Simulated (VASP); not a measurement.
# Ca (Fm-3m) in VASP: notebook, part 2 of 2

VASP 6.6.1.

## (3) Single point, r2SCAN

POSCAR

```
Ca
1.0
    0.0000000000      2.7835023068      2.7835023068
    2.7835023068      0.0000000000      2.7835023068
    2.7835023068      2.7835023068      0.0000000000
Ca
1
Direct
    0.0000000000      0.0000000000      0.0000000000
```

INCAR.step1

```
SYSTEM = Ca
PREC     = Accurate       ! precision mode
ENCUT    = 520            ! plane-wave cutoff, eV
ISMEAR   = -1             ! smearing method
SIGMA    = 0.1            ! smearing width, eV
LREAL    = .FALSE.        ! projectors in reciprocal space
LASPH    = .TRUE.         ! aspherical terms in the spheres
NELM     = 100            ! most SCF steps
NBANDS   = 11             ! bands
GGA      = PE             ! functional
ALGO     = Normal         ! electronic algorithm
EDIFF    = 1E-4           ! SCF threshold, eV
LWAVE    = .TRUE.         ! write WAVECAR
LCHARG   = .FALSE.        ! write CHGCAR
```

INCAR.step2

```
SYSTEM = Ca
PREC     = Accurate       ! precision mode
ENCUT    = 520            ! plane-wave cutoff, eV
EDIFF    = 1E-7           ! SCF threshold, eV
ISMEAR   = -1             ! smearing method
SIGMA    = 0.1            ! smearing width, eV
LREAL    = .FALSE.        ! projectors in reciprocal space
LASPH    = .TRUE.         ! aspherical terms in the spheres
NELM     = 100            ! most SCF steps
ALGO     = Normal         ! electronic algorithm
ISIF     = 2              ! what is computed and relaxed
LWAVE    = .FALSE.        ! write WAVECAR
LCHARG   = .FALSE.        ! write CHGCAR
METAGGA  = R2SCAN         ! meta-GGA
LMIXTAU  = .TRUE.       
NBANDS   = 11             ! bands
ISTART   = 1
```

KPOINTS

```
Automatic mesh
0
G
  14 14 14
  0 0 0
```

Potentials or basis: VASP PAW PBE potentials, release 64 (Ca_sv).

On the command line:

```console
$ cat potpaw_PBE.64/Ca_sv/POTCAR > POTCAR
$ cp INCAR.step1 INCAR
$ mpirun -np 1 vasp_std > vasp.out
$ cp INCAR.step2 INCAR
$ mpirun -np 1 vasp_std > vasp.out
```

OUTCAR:

```text
SYSTEM = Ca
   PREC = Accurate
   ENCUT = 520
   EDIFF = 1E-7
   ISMEAR = -1
   LREAL = .FALSE.
   LASPH = .TRUE.
   NELM = 100
   ISIF = 2
   METAGGA = R2SCAN
   ISTART = 1

 ion  position               nearest neighbor table
   1  0.000  0.000  0.000-

  LATTYP: Found a face centered cubic cell.
 ALAT       =     5.5670046136

  Lattice vectors:

 A1 = (   0.0000000000,   2.7835023068,   2.7835023068)
 A2 = (   2.7835023068,   0.0000000000,   2.7835023068)
 A3 = (   2.7835023068,   2.7835023068,   0.0000000000)

Analysis of symmetry for initial positions (statically):
=====================================================================
 Subroutine PRICEL returns:
 Original cell was already a primitive cell.

 Routine SETGRP: Setting up the symmetry group for a
 face centered cubic supercell.

 Subroutine GETGRP returns: Found 48 space group operations
 (whereof 48 operations were pure point group operations)
 out of a pool of 48 trial point group operations.

The static configuration has the point symmetry O_h .

Analysis of symmetry for dynamics (positions and initial velocities):
=====================================================================
 Subroutine PRICEL returns:
 Original cell was already a primitive cell.

 Routine SETGRP: Setting up the symmetry group for a
 face centered cubic supercell.

 Subroutine GETGRP returns: Found 48 space group operations
 (whereof 48 operations were pure point group operations)
 out of a pool of 48 trial point group operations.

The dynamic configuration has the point symmetry O_h .

 Subroutine INISYM returns: Found 48 space group operations
 (whereof 48 operations are pure point group operations),
 and found     1 'primitive' translations

[... 107 lines left out ...]
   ISMEAR =    -1;   SIGMA  =   0.10  broadening in eV -4-tet -1-fermi 0-gaus
   EFERMI_NEDOS =   21; number of points for ismear=-14 and -15
   IALGO  =     38    algorithm
   IMIX   =      4    mixing-type and parameters
     AMIX     =   0.40;   BMIX     =  1.00
     AMIX_MAG =   1.60;   BMIX_MAG =  1.00
  volume/ion in A,a.u.               =      43.13       291.07
  Fermi-wavevector in a.u.,A,eV,Ry     =   1.005711  1.900518 13.761678  1.011455
  Thomas-Fermi vector in A             =   2.138408
   LORBIT       =      0    0 simple, 1 ext, 2 COOP (PROOUT), +10 PAW based schemes
   METAGGA = R2SCAN    functional components
   LHFCALC =     F    Hartree Fock is set to
   AEXX    =    0.0000 exact exchange contribution
   IVDW    =     0    specifies the selected vdW correction
   LEPSILON=     F    determine dielectric tensor
   LRPA    =     F    only Hartree local field effects (RPA)
 non-spin polarized calculation
  energy-cutoff  :      520.00
  volume of cell :       43.13
 maximum number of plane-waves:      1211
 NGX is ok and might be reduce to    30
   NGX = 15   NGY = 15   NGZ = 15

 number of electron       9.9999998 magnetization

 Free energy of the ion-electron system (eV)
  ---------------------------------------------------
  ext. energy  EPLUGINS =         0.00000000
  ---------------------------------------------------
  free energy    TOTEN  =        -7.05090431 eV

  energy without entropy =       -7.01493592  energy(sigma->0) =       -7.03292012

 E-fermi :   1.9166     XC(G=0):  -8.1475

 val. band max:        1.9109271868   @ k =  -0.4286   0.0714   0.0000
 cond. band min:       1.9167179257   @ k =  -0.3571   0.4286   0.1429
 fundamental gap:      0.0057907389
 Fermi energy:         1.9166384071

 k-point     1 :       0.0000    0.0000    0.0000
  band No.  band energies     occupation
      1     -41.9111      2.00000
      2     -21.9423      2.00000
      3     -21.9423      2.00000
      4     -21.9423      2.00000
      5      -2.3374      2.00000
      6       4.5919      0.00000
      7       4.5919      0.00000
      8       4.5919      0.00000
      9       5.6964      0.00000
     10       5.6964      0.00000
     11      11.4221      0.00000
[... 309 lines left out ...]
 k-point    24 :       0.2857    0.1429    0.0000
  band No.  band energies     occupation
      1     -41.9033      2.00000
      2     -22.0097      2.00000
      3     -21.9608      2.00000
      4     -21.9594      2.00000
      5      -1.0709      2.00000
      6       3.5193      0.00000
      7       4.5259      0.00000
      8       4.8984      0.00000
      9       5.3475      0.00000
     10       6.0013      0.00000
     11      10.0457      0.00000

 [... further k-points ...]
[... 5 lines left out ...]
  --------------------------------------------------------------------------------------
  -------------------------------------------------------------------------------------
  Total        0.0162237      0.0162237      0.0162237      0.0000000      0.0000000     -0.0000000
  in kB        0.6026365      0.6026365      0.6026365      0.0000000      0.0000000     -0.0000000
  external PRESSURE =       0.6026365 kB  Pullay stress =       0.0000000 kB

 VOLUME and BASIS-vectors are now :
 -----------------------------------------------------------------------------
  energy-cutoff  :      520.00
  volume of cell :       43.13
      direct lattice vectors                 reciprocal lattice vectors
     0.000000000  2.783502307  2.783502307    -0.179629813  0.179629813  0.179629813
     2.783502307  0.000000000  2.783502307     0.179629813 -0.179629813  0.179629813
     2.783502307  2.783502307  0.000000000     0.179629813  0.179629813 -0.179629813

 POSITION                                       TOTAL-FORCE (eV/Angst)
 -----------------------------------------------------------------------------------
      0.00000      0.00000      0.00000        -0.000000      0.000000     -0.000000
 -----------------------------------------------------------------------------------
    total drift:                               -0.000000     -0.000000      0.000000

  FREE ENERGIE OF THE ION-ELECTRON SYSTEM (eV)
  ---------------------------------------------------
  free  energy   TOTEN  =        -7.0509043100 eV

  energy  without entropy=       -7.0149359232  energy(sigma->0) =       -7.03292012
```

OSZICAR.step1:

```text
N       E                     dE             d eps       ncg     rms          rms(c)
DAV:   1     0.673584751316E+02    0.67358E+02   -0.49851E+03  2288   0.819E+02
DAV:   2    -0.460644874687E+00   -0.67819E+02   -0.67202E+02  2492   0.209E+02
DAV:   3    -0.189820831705E+01   -0.14376E+01   -0.14206E+01  3352   0.300E+01
DAV:   4    -0.195763721206E+01   -0.59429E-01   -0.59265E-01  2982   0.497E+00
DAV:   5    -0.195923991086E+01   -0.16027E-02   -0.16023E-02  3279   0.613E-01    0.222E+00
DAV:   6    -0.195217615974E+01    0.70638E-02   -0.11232E-02  2809   0.115E+00    0.136E+00
DAV:   7    -0.195049977768E+01    0.16764E-02   -0.17032E-02  2658   0.152E+00    0.103E-01
DAV:   8    -0.195005298922E+01    0.44679E-03   -0.19588E-03  2710   0.419E-01    0.213E-02
DAV:   9    -0.195006446090E+01   -0.11472E-04   -0.88162E-05  2480   0.792E-02
   1 F= -.19500645E+01 E0= -.19299038E+01  d E =-.403214E-01
```

Run time: 3 min. Hardware: 1 thread of Intel Xeon 8259CL, shared host; peak memory 0.2 GiB.

Results:

```yaml
Free_energy: -7.0509 eV
Pressure: 0.1 GPa
Band_gap_on_the_k_mesh: zero (bands 5 and 6 overlap by 0.52 eV)
```

Caveat: the PAW data sets were made with another functional, which shifts forces and pressure a little.

## (4) Single point, r2SCAN

POSCAR is that of step 3.

INCAR.step1

```
SYSTEM = Ca
PREC = Accurate
ENCUT = 520
ISMEAR = -1
SIGMA = 0.1
LREAL = .False.
LASPH = .True.
NELM = 80
NBANDS = 11
GGA = PE
ALGO = Normal
EDIFF = 1E-4
LWAVE = .True.
LCHARG = .False.
```

INCAR.step2

```
SYSTEM = Ca
PREC = Accurate
ENCUT = 520
EDIFF = 1E-6
ISMEAR = -1
SIGMA = 0.1
LREAL = .False.
LASPH = .True.
NELM = 80
ALGO = Normal
ISIF = 2
LWAVE = .False.
LCHARG = .True.
METAGGA = R2SCAN
LMIXTAU = .True.
LELF = .True.
LVHAR = .True.
NBANDS = 11
ISTART = 1
```

KPOINTS

```
Automatic mesh
0
Gamma
  16 16 16
  0 0 0
```

Potentials or basis: VASP PAW PBE potentials, release 64 (Ca_sv).

On the command line:

```console
$ cat potpaw_PBE.64/Ca_sv/POTCAR > POTCAR
$ cp INCAR.step1 INCAR
$ mpirun -np 1 vasp_std > vasp.out
$ cp INCAR.step2 INCAR
$ mpirun -np 1 vasp_std > vasp.out
```

OUTCAR:

```text
SYSTEM = Ca
   PREC = Accurate
   ENCUT = 520
   EDIFF = 1E-6
   ISMEAR = -1
   LREAL = .False.
   LASPH = .True.
   NELM = 80
   ISIF = 2
   METAGGA = R2SCAN
   ISTART = 1

 ion  position               nearest neighbor table
   1  0.000  0.000  0.000-

  LATTYP: Found a face centered cubic cell.
 ALAT       =     5.5670046136

  Lattice vectors:

 A1 = (   0.0000000000,   2.7835023068,   2.7835023068)
 A2 = (   2.7835023068,   0.0000000000,   2.7835023068)
 A3 = (   2.7835023068,   2.7835023068,   0.0000000000)

Analysis of symmetry for initial positions (statically):
=====================================================================
 Subroutine PRICEL returns:
 Original cell was already a primitive cell.

 Routine SETGRP: Setting up the symmetry group for a
 face centered cubic supercell.

 Subroutine GETGRP returns: Found 48 space group operations
 (whereof 48 operations were pure point group operations)
 out of a pool of 48 trial point group operations.

The static configuration has the point symmetry O_h .

Analysis of symmetry for dynamics (positions and initial velocities):
=====================================================================
 Subroutine PRICEL returns:
 Original cell was already a primitive cell.

 Routine SETGRP: Setting up the symmetry group for a
 face centered cubic supercell.

 Subroutine GETGRP returns: Found 48 space group operations
 (whereof 48 operations were pure point group operations)
 out of a pool of 48 trial point group operations.

The dynamic configuration has the point symmetry O_h .

 Subroutine INISYM returns: Found 48 space group operations
 (whereof 48 operations are pure point group operations),
 and found     1 'primitive' translations

[... 107 lines left out ...]
   ISMEAR =    -1;   SIGMA  =   0.10  broadening in eV -4-tet -1-fermi 0-gaus
   EFERMI_NEDOS =   21; number of points for ismear=-14 and -15
   IALGO  =     38    algorithm
   IMIX   =      4    mixing-type and parameters
     AMIX     =   0.40;   BMIX     =  1.00
     AMIX_MAG =   1.60;   BMIX_MAG =  1.00
  volume/ion in A,a.u.               =      43.13       291.07
  Fermi-wavevector in a.u.,A,eV,Ry     =   1.005711  1.900518 13.761678  1.011455
  Thomas-Fermi vector in A             =   2.138408
   LORBIT       =      0    0 simple, 1 ext, 2 COOP (PROOUT), +10 PAW based schemes
   METAGGA = R2SCAN    functional components
   LHFCALC =     F    Hartree Fock is set to
   AEXX    =    0.0000 exact exchange contribution
   IVDW    =     0    specifies the selected vdW correction
   LEPSILON=     F    determine dielectric tensor
   LRPA    =     F    only Hartree local field effects (RPA)
 non-spin polarized calculation
  energy-cutoff  :      520.00
  volume of cell :       43.13
 maximum number of plane-waves:      1211
 NGX is ok and might be reduce to    30
   NGX = 15   NGY = 15   NGZ = 15

 number of electron       9.9999998 magnetization

 Free energy of the ion-electron system (eV)
  ---------------------------------------------------
  ext. energy  EPLUGINS =         0.00000000
  ---------------------------------------------------
  free energy    TOTEN  =        -7.05082706 eV

  energy without entropy =       -7.01455919  energy(sigma->0) =       -7.03269313

 E-fermi :   1.9192     XC(G=0):  -8.1476

 val. band max:        1.9178232917   @ k =  -0.3125   0.3750   0.1250
 cond. band min:       1.9397781426   @ k =  -0.3750   0.3750   0.0625
 fundamental gap:      0.0219548508
 Fermi energy:         1.9192440819

 k-point     1 :       0.0000    0.0000    0.0000
  band No.  band energies     occupation
      1     -41.9111      2.00000
      2     -21.9424      2.00000
      3     -21.9424      2.00000
      4     -21.9423      2.00000
      5      -2.3373      2.00000
      6       4.5920      0.00000
      7       4.5920      0.00000
      8       4.5920      0.00000
      9       5.6963      0.00000
     10       5.6963      0.00000
     11      11.4221      0.00000
[... 309 lines left out ...]
 k-point    24 :      -0.0625    0.0625    0.0000
  band No.  band energies     occupation
      1     -41.9098      2.00000
      2     -21.9549      2.00000
      3     -21.9461      2.00000
      4     -21.9433      2.00000
      5      -2.1524      2.00000
      6       4.3862      0.00000
      7       4.6460      0.00000
      8       4.6681      0.00000
      9       5.5754      0.00000
     10       5.6946      0.00000
     11      11.6170      0.00000

 [... further k-points ...]
[... 5 lines left out ...]
  --------------------------------------------------------------------------------------
  -------------------------------------------------------------------------------------
  Total        0.0145968      0.0145968      0.0145968     -0.0000000      0.0000000     -0.0000000
  in kB        0.5422036      0.5422036      0.5422036     -0.0000000      0.0000000     -0.0000000
  external PRESSURE =       0.5422036 kB  Pullay stress =       0.0000000 kB

 VOLUME and BASIS-vectors are now :
 -----------------------------------------------------------------------------
  energy-cutoff  :      520.00
  volume of cell :       43.13
      direct lattice vectors                 reciprocal lattice vectors
     0.000000000  2.783502307  2.783502307    -0.179629813  0.179629813  0.179629813
     2.783502307  0.000000000  2.783502307     0.179629813 -0.179629813  0.179629813
     2.783502307  2.783502307  0.000000000     0.179629813  0.179629813 -0.179629813

 POSITION                                       TOTAL-FORCE (eV/Angst)
 -----------------------------------------------------------------------------------
      0.00000      0.00000      0.00000         0.000000      0.000000     -0.000000
 -----------------------------------------------------------------------------------
    total drift:                               -0.000000     -0.000000      0.000000

  FREE ENERGIE OF THE ION-ELECTRON SYSTEM (eV)
  ---------------------------------------------------
  free  energy   TOTEN  =        -7.0508270633 eV

  energy  without entropy=       -7.0145591944  energy(sigma->0) =       -7.03269313
```

OSZICAR.step1:

```text
N       E                     dE             d eps       ncg     rms          rms(c)
DAV:   1     0.662566032496E+02    0.66257E+02   -0.49649E+03  3190   0.814E+02
DAV:   2    -0.441810883813E+00   -0.66698E+02   -0.66058E+02  3514   0.209E+02
DAV:   3    -0.189528085778E+01   -0.14535E+01   -0.14374E+01  4733   0.302E+01
DAV:   4    -0.195807182982E+01   -0.62791E-01   -0.62530E-01  4233   0.488E+00
DAV:   5    -0.195914352029E+01   -0.10717E-02   -0.10715E-02  4384   0.570E-01    0.222E+00
DAV:   6    -0.195207900785E+01    0.70645E-02   -0.11298E-02  3970   0.115E+00    0.136E+00
DAV:   7    -0.195040020853E+01    0.16788E-02   -0.17008E-02  3636   0.152E+00    0.103E-01
DAV:   8    -0.194995420672E+01    0.44600E-03   -0.19759E-03  3748   0.422E-01    0.216E-02
DAV:   9    -0.194996605175E+01   -0.11845E-04   -0.89521E-05  3398   0.805E-02
   1 F= -.19499661E+01 E0= -.19295901E+01  d E =-.407519E-01
```

Run time: 3.5 min. Hardware: 1 thread of Intel Xeon 8259CL, shared host; peak memory 0.22 GiB.

What came out:

```
Free energy            : -7.0508 eV
Pressure               : 0.1 GPa
Band gap on the k mesh : zero (bands 5 and 6 overlap by 0.57 eV)
```

Caveat: the PAW data sets were made with another functional, which shifts forces and pressure a little.

## (5) Overview

```tsv
k mesh	smearing	gap on the mesh (eV)	pressure (GPa)
10 × 10 × 10	methfessel-paxton 1 eV	none	0.0
14 × 14 × 14	fermi-dirac 0.1 eV	none	0.1
16 × 16 × 16	fermi-dirac 0.1 eV	none	0.1
```

Alike in all rows: task single point; level r2SCAN; potentials or basis VASP PAW PBE potentials, release 64 (Ca_sv); no spin polarisation; cell as given; cutoff (eV) 520.

Caveats: the PAW data sets were made with another functional, which shifts forces and pressure a little; so wide a smearing shifts energies and pressures (at least some runs).

Absolute energies hang on the potentials; compare differences alone.

The gap in the log of VASP goes by the Fermi energy; the results here count the filled bands.